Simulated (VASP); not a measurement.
# RbRe2: single point with PBE

RbRe2:

```
Rb Re
1.0
     4.11348    0.00000    0.00000
    -2.05674    3.56238    0.00000
     0.00000    0.00000    6.22048
Rb Re
1 2
Direct
  0.00000 0.00000 0.00000
  0.33333 0.66667 0.50000
  0.66667 0.33333 0.50000
```

```json
{
  "Program": "VASP 6.6.1",
  "Task": "single point",
  "Functional": "PBE",
  "Potentials or basis": "VASP PAW PBE potentials, release 64 (Rb_sv, Re_sv_GW)",
  "Cutoff": "500 eV",
  "k mesh": "6 × 6 × 4",
  "Occupations": "gaussian, width 0.1 eV",
  "Spin": "no spin polarisation",
  "Dipole correction": "no",
  "Further INCAR settings": "ALGO = Normal; EDIFF = 1e-06; NBANDS = 26"
}
```

```json
{
 "Pressure": "-0.7 GPa",
 "Band gap on the k mesh": "zero (an odd number of electrons rules out a gap without spin polarisation)"
}
```

Stress tensor (GPa, compression positive):
```
-0.72  0.00  0.00
 0.00 -0.72  0.00
 0.00  0.00 -0.64
```

Levels at points of the mesh, in eV from the Fermi level:
```tsv
k point	band 16	band 17	band 18	band 19	band 20	band 21	band 22	band 23	band 24	band 25
(0.00, 0.00, 0.00)	-2.01	-1.21	-1.21	-0.84	-0.84	1.29	1.62	1.72	1.72	3.05
(0.50, 0.00, 0.00)	-2.66	-2.13	-1.04	-1.02	-0.20	0.24	2.98	3.19	4.00	4.63
(0.00, 0.00, 0.50)	-1.89	-1.24	-1.24	-0.84	-0.84	-0.69	1.68	1.81	1.81	4.15
(0.50, 0.00, 0.50)	-2.60	-2.39	-1.22	-0.52	0.04	0.41	2.97	3.17	3.19	4.20
```

Wall time 22 s on 1 thread of Intel(R) Xeon(R) 6975P-C (Granite Rapids), on a shared host, peak memory 0.22 GiB.

Caveat: spin-orbit coupling is left out, which moves the levels of the heavy elements.
